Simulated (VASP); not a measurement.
Here is a VASP 6.6.1 calculation.

POSCAR

```
KF
1.0
    0.0000000000      2.6589605554      2.6589605554
    2.6589605554      0.0000000000      2.6589605554
    2.6589605554      2.6589605554      0.0000000000
K F
1 1
Direct
    0.0000000000      0.0000000000      0.0000000000
    0.5000000000      0.5000000000      0.5000000000
```

The input INCAR.step1:

```
  ALGO = Normal
  EDIFF = 1E-4
  ENCUT = 520
  GGA = PE
  ISMEAR = 0
  LASPH = T
  LCHARG = F
  LREAL = F
  LWAVE = T
  NBANDS = 15
  NELM = 60
  PREC = Accurate
  SIGMA = 0.01
```

File INCAR.step2:

```
  ALGO = Normal
  EDIFF = 1E-6
  ENCUT = 520
  ISIF = 2
  ISMEAR = 0
  ISTART = 1
  LASPH = T
  LCHARG = F
  LMIXTAU = T
  LREAL = F
  LWAVE = F
  METAGGA = R2SCAN
  NBANDS = 15
  NELM = 60
  PREC = Accurate
  SIGMA = 0.01
```

Contents of KPOINTS:

```
k-points
0
Gamma
  8 8 8
```

Potentials or basis: VASP PAW PBE potentials, release 64 (K_sv, F).

Command:

```bash
$ cat potpaw_PBE.64/K_sv/POTCAR potpaw_PBE.64/F/POTCAR > POTCAR
$ cp INCAR.step1 INCAR
$ mpirun -np 1 vasp_std > vasp.out
$ cp INCAR.step2 INCAR
$ mpirun -np 1 vasp_std > vasp.out
```

**Question.** Predict the band gap on the k mesh.

**Answer.** 6.91 eV.

**Question.** Estimate the pressure.

**Answer.** 0.0 GPa.

Caveat: the PAW data sets were made with another functional, which shifts forces and pressure a little. A k mesh can miss the band edges.
